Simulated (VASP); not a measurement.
# Sc (P6_3/mmc) in VASP: further runs, part 2 of 2

VASP 6.6.1.

## (3) Single point, PBE (strain +0.030 along x and y, -0.015 along z)

INCAR

```
SYSTEM = Sc
ALGO = Fast
EDIFF = 1E-6
ENCUT = 520
GGA = PE
ISIF = 2
ISMEAR = 0
LASPH = .TRUE.
LCHARG = .TRUE.
LELF = .TRUE.
LREAL = .FALSE.
LVHAR = .TRUE.
LWAVE = .FALSE.
NBANDS = 18
NELM = 60
PREC = Accurate
SIGMA = 0.15
```

KPOINTS

```
k-points
0
G
  18 18 10
  0 0 0
```

POSCAR

```
Sc
1.0
    3.4080618342      0.0000000000      0.0000000000
   -1.7040309171      2.9514681261      0.0000000000
    0.0000000000      0.0000000000      5.1889800000
Sc
2
Direct
    0.3333333333      0.6666666667      0.2500000000
    0.6666666667      0.3333333333      0.7500000000
```

Potentials or basis: VASP PAW PBE potentials, release 64 (Sc_sv).

The run is started by

```bash
$ cat potpaw_PBE.64/Sc_sv/POTCAR > POTCAR
$ mpirun -np 1 vasp_std > vasp.out
```

OUTCAR:

```text
SYSTEM = Sc
   EDIFF = 1E-6
   ENCUT = 520
   GGA = PE
   ISIF = 2
   ISMEAR = 0
   LASPH = .TRUE.
   LREAL = .FALSE.
   NELM = 60
   PREC = Accurate

 ion  position               nearest neighbor table
   1  0.333  0.667  0.250-   2 3.26   2 3.26   2 3.26   2 3.26   2 3.26   2 3.26
   2  0.667  0.333  0.750-   1 3.26   1 3.26   1 3.26   1 3.26   1 3.26   1 3.26

  LATTYP: Found a hexagonal cell.
 ALAT       =     3.4080618342
 C/A-ratio  =     1.5225604031

  Lattice vectors:

 A1 = (   3.4080618342,   0.0000000000,   0.0000000000)
 A2 = (  -1.7040309171,   2.9514681261,   0.0000000000)
 A3 = (   0.0000000000,   0.0000000000,   5.1889800000)

Analysis of symmetry for initial positions (statically):
=====================================================================
 Subroutine PRICEL returns:
 Original cell was already a primitive cell.

 Routine SETGRP: Setting up the symmetry group for a
 hexagonal supercell.

 Subroutine GETGRP returns: Found 24 space group operations
 (whereof 12 operations were pure point group operations)
 out of a pool of 24 trial point group operations.

The static configuration has the point symmetry D_3d.
 The point group associated with its full space group is D_6h.

Analysis of symmetry for dynamics (positions and initial velocities):
=====================================================================
 Subroutine PRICEL returns:
 Original cell was already a primitive cell.

 Routine SETGRP: Setting up the symmetry group for a
 hexagonal supercell.

 Subroutine GETGRP returns: Found 24 space group operations
 (whereof 12 operations were pure point group operations)
 out of a pool of 24 trial point group operations.

The dynamic configuration has the point symmetry D_3d.
 The point group associated with its full space group is D_6h.

 Subroutine INISYM returns: Found 24 space group operations
 (whereof 12 operations are pure point group operations),
 and found     1 'primitive' translations

----------------------------------------------------------------------------------------

                                     Primitive cell

  volume of cell :      52.1948

  direct lattice vectors                    reciprocal lattice vectors
     3.408061834  0.000000000  0.000000000     0.293421906  0.169407217  0.000000000
    -1.704030917  2.951468126  0.000000000     0.000000000  0.338814433  0.000000000
     0.000000000  0.000000000  5.188980000     0.000000000  0.000000000  0.192716102

  length of vectors
     3.408061834  3.408061834  5.188980000     0.338814433  0.338814433  0.192716102

  position of ions in fractional coordinates (direct lattice)
     0.333333333  0.666666667  0.250000000
     0.666666667  0.333333333  0.750000000

  ion indices of the primitive-cell ions
   primitive index   ion index
                 1           1
                 2           2

----------------------------------------------------------------------------------------

 KPOINTS: k-points

Automatic generation of k-mesh.
 Grid dimensions read from file:
 generate k-points for:   18   18   10

 Generating k-lattice:

  Cartesian coordinates                     Fractional coordinates (reciprocal lattice)
     0.016301217  0.009411512  0.000000000     0.055555556  0.000000000  0.000000000
     0.000000000  0.018823024  0.000000000     0.000000000  0.055555556  0.000000000
     0.000000000  0.000000000  0.019271610     0.000000000  0.000000000  0.100000000

  Length of vectors
     0.018823024  0.018823024  0.019271610

  Shift w.r.t. Gamma in fractional coordinates (k-lattice)
     0.000000000  0.000000000  0.000000000

 Subroutine IBZKPT returns following result:
 ===========================================

 Found    222 irreducible k-points:

 Following reciprocal coordinates:
            Coordinates               Weight
  0.000000  0.000000  0.000000      1.000000
  0.055556  0.000000  0.000000      6.000000
  0.111111  0.000000  0.000000      6.000000
  0.166667  0.000000  0.000000      6.000000
  0.222222  0.000000  0.000000      6.000000
  0.277778  0.000000  0.000000      6.000000
[... 16 lines left out ...]
  0.333333  0.111111  0.000000     12.000000
  0.388889  0.111111  0.000000     12.000000
 [... further k-points ...]
   k-points           NKPTS =    222   k-points in BZ     NKDIM =    222   number of bands    NBANDS=     18
   number of dos      NEDOS =    301   number of ions     NIONS =      2
   total plane-waves  NPLWV =  31360
   dimension x,y,z NGX =    28 NGY =   28 NGZ =   40
   dimension x,y,z NGXF=    56 NGYF=   56 NGZF=   80
   ions per type =               2
   NGX,Y,Z   is equivalent  to a cutoff of  13.66, 13.66, 12.82 a.u.
   NGXF,Y,Z  is equivalent  to a cutoff of  27.32, 27.32, 25.63 a.u.
 SYSTEM =  Sc
   PREC   = accura    normal or accurate (medium, high low for compatibility)
   ISTART =      0    job   : 0-new  1-cont  2-samecut
   ICHARG =      2    charge: 1-file 2-atom 10-const
   ISPIN  =      1    spin polarized calculation?
   LNONCOLLINEAR =      F non collinear calculations
   LSORBIT =      F    spin-orbit coupling
   LASPH  =      T    aspherical Exc in radial PAW
   ENCUT  =  520.0 eV  38.22 Ry    6.18 a.u.   6.34  6.34  9.65*2*pi/ulx,y,z
   NELM   =     60;   NELMIN=  2; NELMDL= -5     # of ELM steps
   EDIFF  = 0.1E-05   stopping-criterion for ELM
   LREAL  =      F    real-space projection
   EDIFFG = 0.1E-04   stopping-criterion for IOM
   NSW    =      0    number of steps for IOM
   IBRION =     -1    ionic relax: 0-MD 1-quasi-New 2-CG
   NFREE  =      0    steps in history (QN), initial steepest desc. (CG)
   ISIF   =      2    stress and relaxation
   ISYM   =      2    0-nonsym 1-usesym 2-fastsym
   POTIM  = 0.5000    time-step for ionic-motion
   TEBEG  =    0.0;   TEEND  =   0.0 temperature during run
   PSTRESS=    0.0 pullay stress
   NELECT =      22.0000    total number of electrons
   NUPDOWN=      -1.0000    fix difference up-down
   EMIN   =  10.00;   EMAX   =-10.00  energy-range for DOS
   EFERMI =   0.00;   METHOD = LEGACY
   ISMEAR =     0;   SIGMA  =   0.15  broadening in eV -4-tet -1-fermi 0-gaus
   EFERMI_NEDOS =   21; number of points for ismear=-14 and -15
   IALGO  =     68    algorithm
   IMIX   =      4    mixing-type and parameters
     AMIX     =   0.40;   BMIX     =  1.00
     AMIX_MAG =   1.60;   BMIX_MAG =  1.00
  volume/ion in A,a.u.               =      26.10       176.11
  Fermi-wavevector in a.u.,A,eV,Ry     =   1.227458  2.319559 20.499251  1.506652
  Thomas-Fermi vector in A             =   2.362420
   LORBIT       =      0    0 simple, 1 ext, 2 COOP (PROOUT), +10 PAW based schemes
   GGA     = PE    functional components
   LHFCALC =     F    Hartree Fock is set to
   AEXX    =    0.0000 exact exchange contribution
   IVDW    =     0    specifies the selected vdW correction
   LEPSILON=     F    determine dielectric tensor
   LRPA    =     F    only Hartree local field effects (RPA)
 non-spin polarized calculation
 RMM-DIIS sequential band-by-band and
 Gauss-broadening in eV      SIGMA  =   0.15
  energy-cutoff  :      520.00
  volume of cell :       52.19
 maximum number of plane-waves:      1431
 NGX is ok and might be reduce to    28
   NGX = 13   NGY = 13   NGZ = 19

 number of electron      21.9999998 magnetization

 Free energy of the ion-electron system (eV)
  ---------------------------------------------------
  ext. energy  EPLUGINS =         0.00000000
  ---------------------------------------------------
  free energy    TOTEN  =       -12.49246379 eV

  energy without entropy =      -12.44439511  energy(sigma->0) =      -12.46842945

 E-fermi :   3.3435     XC(G=0):  -9.6494

 val. band max:        3.3411909070   @ k =   0.3889   0.0000   0.4000
 cond. band min:       3.3439337527   @ k =   0.5000   0.0000   0.4000
 fundamental gap:      0.0027428456
 Fermi energy:         3.3435489391

 k-point     1 :       0.0000    0.0000    0.0000
  band No.  band energies     occupation
      1     -46.2170      2.00000
      2     -46.1566      2.00000
      3     -25.0093      2.00000
      4     -24.7308      2.00000
      5     -24.7308      2.00000
      6     -24.6684      2.00000
[... 10 lines left out ...]
     17       5.4493      0.00000
     18       5.4494      0.00000
[... 463 lines left out ...]
 k-point    24 :       0.3889    0.1111    0.0000
  band No.  band energies     occupation
      1     -46.1742      2.00000
      2     -46.1543      2.00000
      3     -24.9156      2.00000
      4     -24.8570      2.00000
      5     -24.8518      2.00000
      6     -24.8038      2.00000
[... 10 lines left out ...]
     17       6.8058      0.00000
     18       7.2856      0.00000

 [... further k-points ...]

------------------------ aborting loop because EDIFF is reached ----------------------------------------

  FORCE on cell =-STRESS in cart. coord.  units (eV):
  Direction    XX          YY          ZZ          XY          YZ          ZX
  --------------------------------------------------------------------------------------
  -------------------------------------------------------------------------------------
  Total       -1.0843336     -1.0843336     -0.5407579     -0.0000000      0.0000000      0.0000000
  in kB      -33.2847982    -33.2847982    -16.5991509     -0.0000000      0.0000000      0.0000000
  external PRESSURE =     -27.7229158 kB  Pullay stress =       0.0000000 kB

 VOLUME and BASIS-vectors are now :
 -----------------------------------------------------------------------------
  energy-cutoff  :      520.00
  volume of cell :       52.19
      direct lattice vectors                 reciprocal lattice vectors
     3.408061834  0.000000000  0.000000000     0.293421906  0.169407217  0.000000000
    -1.704030917  2.951468126  0.000000000     0.000000000  0.338814433  0.000000000
     0.000000000  0.000000000  5.188980000     0.000000000  0.000000000  0.192716102

 POSITION                                       TOTAL-FORCE (eV/Angst)
 -----------------------------------------------------------------------------------
     -0.00000      1.96765      1.29724        -0.000000      0.000000      0.000000
      1.70403      0.98382      3.89173         0.000000     -0.000000      0.000000
 -----------------------------------------------------------------------------------
    total drift:                               -0.000000      0.000000     -0.000000

  FREE ENERGIE OF THE ION-ELECTRON SYSTEM (eV)
  ---------------------------------------------------
  free  energy   TOTEN  =       -12.4924637922 eV

  energy  without entropy=      -12.4443951113  energy(sigma->0) =      -12.46842945
```

OSZICAR:

```text
N       E                     dE             d eps       ncg     rms          rms(c)
DAV:   1     0.360851903696E+03    0.36085E+03   -0.10933E+04  8008   0.128E+03
DAV:   2     0.660799115624E+01   -0.35424E+03   -0.34722E+03  9720   0.534E+02
DAV:   3    -0.135446066333E+02   -0.20153E+02   -0.19335E+02 13264   0.153E+02
DAV:   4    -0.139753099870E+02   -0.43070E+00   -0.41596E+00 12094   0.195E+01
DAV:   5    -0.139809601975E+02   -0.56502E-02   -0.56328E-02 13648   0.234E+00    0.728E+00
RMM:   6    -0.125701884512E+02    0.14108E+01   -0.19777E+00  8289   0.178E+01    0.258E+00
RMM:   7    -0.125138098625E+02    0.56379E-01   -0.37760E+00 10552   0.139E+01    0.153E+00
RMM:   8    -0.124808336031E+02    0.32976E-01   -0.24910E-01  8657   0.587E+00    0.530E-01
RMM:   9    -0.124898485058E+02   -0.90149E-02   -0.14573E-01 11450   0.220E+00    0.137E-01
RMM:  10    -0.124917494475E+02   -0.19009E-02   -0.25696E-02 11917   0.841E-01    0.703E-02
RMM:  11    -0.124922025131E+02   -0.45307E-03   -0.65086E-03 11985   0.491E-01    0.282E-02
RMM:  12    -0.124923965106E+02   -0.19400E-03   -0.19583E-03 13266   0.220E-01    0.940E-03
RMM:  13    -0.124924571911E+02   -0.60681E-04   -0.54447E-04 11748   0.998E-02    0.106E-02
RMM:  14    -0.124924606894E+02   -0.34983E-05   -0.11740E-04 10943   0.572E-02    0.525E-03
RMM:  15    -0.124924629681E+02   -0.22786E-05   -0.36991E-05 10936   0.373E-02    0.216E-03
RMM:  16    -0.124924636126E+02   -0.64447E-06   -0.10980E-05  9724   0.203E-02    0.959E-04
RMM:  17    -0.124924637922E+02   -0.17965E-06   -0.32559E-06  8913   0.123E-02
   1 F= -.12492464E+02 E0= -.12468429E+02  d E =-.480687E-01
```

stdout:

```text
POSCAR found type information on POSCAR Sc
 POSCAR found :  1 types and       2 ions
 scaLAPACK will be used
 LDA part: xc-table for (Slater+PW92), standard interpolation
 POSCAR, INCAR and KPOINTS ok, starting setup
 FFT: planning ... GRIDC
 FFT: planning ... GRID_SOFT
 FFT: planning ... GRID
 WAVECAR not read
 entering main loop
```

It took 2.1 min on 1 thread of Intel Xeon 6975P-C (Granite Rapids), shared host; peak memory 0.29 GiB.

What came out:

| Property | Result |
| --- | --- |
| Free energy | -12.4925 eV |
| Pressure | -2.8 GPa |
| Band gap on the k mesh | zero (bands 11 and 12 overlap by 1.48 eV) |

Levels at points of the mesh, in eV from the Fermi level:
```tsv
k point	band 7	band 8	band 9	band 10	band 11	band 12	band 13	band 14	band 15	band 16
(0.00, 0.00, 0.00)	-28.01	-27.98	-5.01	-1.51	0.66	1.50	1.50	1.87	1.95	1.95
(0.50, 0.00, 0.00)	-28.08	-28.04	-1.62	-1.01	-0.56	-0.40	1.21	1.29	1.85	3.44
(0.00, 0.00, 0.50)	-28.04	-28.04	-3.48	-3.48	1.02	1.02	1.39	1.39	1.39	1.39
(0.50, 0.00, 0.50)	-28.07	-28.07	-1.38	-1.38	0.07	0.07	1.20	1.20	2.19	2.19
```

Caveat: the cell differs from its parent crystal (strain +0.030 along x and y, -0.015 along z).
